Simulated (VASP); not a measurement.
A run of VASP 6.6.1 is set up as follows.

File INCAR:

```
ALGO = Normal
EDIFF = 1E-7
ENCUT = 520
GGA = RE
ISIF = 2
ISMEAR = -1
LASPH = True
LCHARG = False
LREAL = False
LWAVE = False
NBANDS = 22
NELM = 60
PREC = Accurate
SIGMA = 0.05
```

Contents of KPOINTS:

```
k-points
0
Gamma
  5 5 4
```

Contents of POSCAR:

```
CaSi2Sb2
1.0
    4.9974873026      0.0000028868      0.0000000000
   -2.4987461513      4.3279495157      0.0000000000
    0.0000000000      0.0000000000      5.9680313139
Ca Si Sb
1 2 2
Direct
    0.0000000000      0.0000000000      0.0000000000
    0.3333333333      0.6666666667      0.2557504688
    0.6666666667      0.3333333333      0.7442495312
    0.3333333333      0.6666666667      0.7218743343
    0.6666666667      0.3333333333      0.2781256657
```

Potentials or basis: VASP PAW PBE potentials, release 64 (Ca_sv, Si, Sb).

Command:

```bash
$ cat potpaw_PBE.64/Ca_sv/POTCAR potpaw_PBE.64/Si/POTCAR potpaw_PBE.64/Sb/POTCAR > POTCAR
$ mpirun -np 1 vasp_std > vasp.out
```

Task: What does it give for the largest force?

Result: 0.006 eV/Å.

Task: Estimate the pressure.

Result: 0.0 GPa.

Forces in eV/Å, atoms in the order of the input:
```
Ca   0.000  0.000  0.000
Si   0.000  0.000 -0.002
Si   0.000  0.000  0.002
Sb   0.000  0.000 -0.006
Sb   0.000  0.000  0.006
```

Caveat: the PAW data sets were made with another functional, which shifts forces and pressure a little.
